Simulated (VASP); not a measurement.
# SiO2: single point with PBE

SiO2:

```xyz
9
Lattice="5.1049 0.0000 0.0000 -2.5524 4.4210 0.0000 0.0000 0.0000 5.8081" Properties=species:S:1:pos:R:3 pbc="T T T"
Si    2.5524    0.0000    0.0000
Si    1.2762    2.2105    1.9360
Si   -1.2762    2.2105    3.8720
O     1.5924    0.9194    0.9680
O     0.0000    1.8388    2.9040
O     3.5124    0.9194    4.8401
O     0.9600    3.5016    0.9680
O     2.5524    2.5822    2.9040
O    -0.9600    3.5016    4.8401
```

This cell differs from its parent crystal: strain +0.000 along x and y, +0.040 along z.

| Item | Value |
| --- | --- |
| Program | VASP 6.6.1 |
| Task | single point |
| Functional | PBE |
| Potentials or basis | VASP PAW PBE potentials, release 64 (Si, O) |
| Cutoff | 520 eV |
| k mesh | 6 × 6 × 4 |
| Occupations | gaussian, width 0.05 eV |
| Spin | no spin polarisation |

- Pressure: -6.4 GPa
- Largest force: 0.244 eV/Å
- Band gap on the k mesh: 5.20 eV (least direct gap 5.32 eV)

Forces on the atoms (eV/Å):
```
Si   0.000  0.000  0.000
Si   0.000  0.000  0.000
Si   0.000  0.000  0.000
O    0.211  0.122  0.000
O    0.000  0.244  0.000
O   -0.211  0.122  0.000
O   -0.211 -0.122  0.000
O    0.000 -0.244  0.000
O    0.211 -0.122  0.000
```

Stress tensor (GPa, compression positive):
```
-5.31  0.00  0.00
 0.00 -5.31  0.00
 0.00  0.00 -8.47
```

Levels at points of the mesh, in eV from the valence-band top:
| k point | band 20 | band 21 | band 22 | band 23 | band 24 | band 25 | band 26 | band 27 | band 28 | band 29 |
| --- | --- | --- | --- | --- | --- | --- | --- | --- | --- | --- |
| (0.00, 0.00, 0.00) | -0.99 | -0.99 | -0.43 | -0.43 | -0.12 | 5.20 | 8.58 | 8.58 | 8.79 | 8.79 |
| (0.50, 0.00, 0.00) | -1.17 | -1.07 | -0.97 | -0.39 | -0.03 | 7.26 | 8.06 | 9.17 | 9.25 | 9.40 |
| (0.00, 0.00, 0.50) | -1.79 | -1.00 | -0.39 | 0.00 | 0.00 | 6.99 | 6.99 | 8.14 | 9.19 | 9.19 |
| (0.50, 0.00, 0.50) | -1.33 | -0.87 | -0.74 | -0.74 | -0.29 | 7.63 | 8.26 | 8.87 | 9.13 | 9.48 |

Wall time 90 s on 1 thread of Intel(R) Xeon(R) Platinum 8488C (Sapphire Rapids), on a shared host, peak memory 0.28 GiB.

Caveat: the cell differs from its parent crystal (strain +0.000 along x and y, +0.040 along z); the cell stands under tension. A k mesh can miss the band edges.
